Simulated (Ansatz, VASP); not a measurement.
**One calculation of MgF2, two programs**

```
Mg F
1.0
     4.48659    0.00000    0.00000
     0.00000    4.48659    0.00000
     0.00000    0.00000    2.98383
Mg F
2 4
Direct
  0.00000 0.00000 0.00000
  0.50000 0.50000 0.50000
  0.30175 0.30175 0.00000
  0.69825 0.69825 0.00000
  0.80175 0.19825 0.50000
  0.19825 0.80175 0.50000
```

Change from the starting cell: volume scaled by 0.88, LAPW.

Alike in both runs: task single point; functional PBE; k mesh 7 × 7 × 10; occupations fermi-dirac, width 0.1 eV; no spin polarisation.

|  | VASP | Ansatz |
| --- | --- | --- |
| version | VASP 6.6.1 | Ansatz 0.2.0 |
| potentials or method | VASP PAW PBE potentials, release 64 (Mg, F), cutoff 600 eV | all-electron LAPW, scalar-relativistic |

Ansatz gave:

* gap on the k mesh at the Fermi level (eV): 7.71
* pressure (GPa): 15.5
* traceless stress, the component that is largest in VASP (GPa): 0.00

Q: Estimate VASP's values.

A: gap on the k mesh at the Fermi level (eV): 7.68; pressure (GPa): 14.4; traceless stress, the component that is largest in VASP (GPa): -0.06.

Ansatz ran all-electron here, and VASP with PAW potentials.
